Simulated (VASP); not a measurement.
Runs of VASP 6.6.1 on HgTe. The structure is that of space group F-43m (No. 216), or close to it. The cells are those of the table. 

```tsv
cell	gap on the mesh (eV)	pressure (GPa)
a = 4.525, b = 4.525, c = 4.559 Å, angles 59.8, 59.8, 60.5°, 2 atoms	-	2.2
a = 4.661, b = 4.661, c = 4.695 Å, angles 59.8, 59.8, 60.5°, 2 atoms	-	-1.6
a = 4.456, b = 4.456, c = 4.422 Å, angles 60.3, 60.3, 59.5°, 2 atoms	none	(b)
a = 4.593, b = 4.593, c = 4.627 Å, angles 59.8, 59.8, 60.5°, 2 atoms	-	0.1
a = 4.525, b = 4.525, c = 4.490 Å, angles 60.3, 60.3, 59.5°, 2 atoms	none	3.0
a = 4.456, b = 4.456, c = 4.490 Å, angles 59.7, 59.7, 60.5°, 2 atoms	-	4.9
a = 4.661, b = 4.661, c = 4.627 Å, angles 60.2, 60.2, 59.5°, 2 atoms	none	-1.1
a = 4.526, b = 4.526, c = 4.422 Å, angles 60.8, 60.8, 58.5°, 2 atoms	none	(a)
```

Alike in all rows: task single point; level PBEsol; potentials or basis VASP PAW PBE potentials, release 64 (Hg, Te); no spin polarisation; k mesh 14 × 14 × 14; cutoff (eV) 520; smearing gaussian 0.15 eV.

Task: Fill in the values left out.

Result: (a) 3.9; (b) 6.0.

Caveats: the PAW data sets were made with another functional, which shifts forces and pressure a little; spin-orbit coupling is left out, which moves the levels of the heavy elements; the cell stands under pressure (at least some runs); semilocal functionals underestimate gaps, so a narrow gap can read as zero (at least some runs).

A k mesh can miss the band edges, and the runs leave out spin-orbit coupling on Hg, Te.

A gap of «none» marks levels without a gap at the run's occupations.
